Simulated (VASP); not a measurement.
Set up this calculation in VASP 6.6.1, as the native input.

| Quantity | Value |
| --- | --- |
| Task | relaxation of cell and atoms |
| Functional | PBE |
| Potentials or basis | VASP PAW PBE potentials, release 64 (Tc_pv) |
| Cutoff | 600 eV |
| k mesh | 12 × 12 × 12 |
| Occupations | fermi-dirac, width 0.05 eV |
| Spin | no spin polarisation |
| Dipole correction | no |
| Further INCAR settings | ALGO = Normal; EDIFF = 1e-06; IBRION = 2; EDIFFG = -0.005; NSW = 80; ISIF = 3 |

The structure of Tc lies in POSCAR:

```
Tc
1.0
    0.0000000000      1.9500000000      1.9500000000
    1.9500000000      0.0000000000      1.9500000000
    1.9500000000      1.9500000000      0.0000000000
Tc
1
Direct
    0.0000000000      0.0000000000      0.0000000000
```

These files were run (other wordings do the same):

INCAR

```
SYSTEM = Tc
ALGO = Normal ; EDIFF = 1E-6
EDIFFG = -0.005 ; ENCUT = 600
GGA = PE ; IBRION = 2
ISIF = 3 ; ISMEAR = -1
LASPH = .TRUE. ; LCHARG = .FALSE.
LREAL = .FALSE. ; LWAVE = .FALSE.
NELM = 100 ; NSW = 80
PREC = Accurate ; SIGMA = 0.05
```

KPOINTS

```
k-points
0
G
  12 12 12
  0 0 0
```

Potentials or basis: VASP PAW PBE potentials, release 64 (Tc_pv).

Launch:

```sh
$ cat potpaw_PBE.64/Tc_pv/POTCAR > POTCAR
$ mpirun -np 1 vasp_std > vasp.out
```

It gave:

```json
{
  "Relaxed volume": "14.48 Å³/atom",
  "Relaxed cell": "a = 2.736 Å, b = 2.736 Å, c = 2.736 Å, α = 60.00°, β = 60.00°, γ = 60.00°",
  "Space group after relaxing (to 0.05 Å)": "Fm-3m (No. 225)",
  "Energy gained by relaxing": "7.5 meV/atom",
  "Ionic steps": "8",
  "Pressure after relaxing": "0.0 GPa"
}
```

It took 57 s on 1 thread of AMD EPYC 7R43 64-Core Processor (Zen 3), on a shared host, peak memory 0.12 GiB.
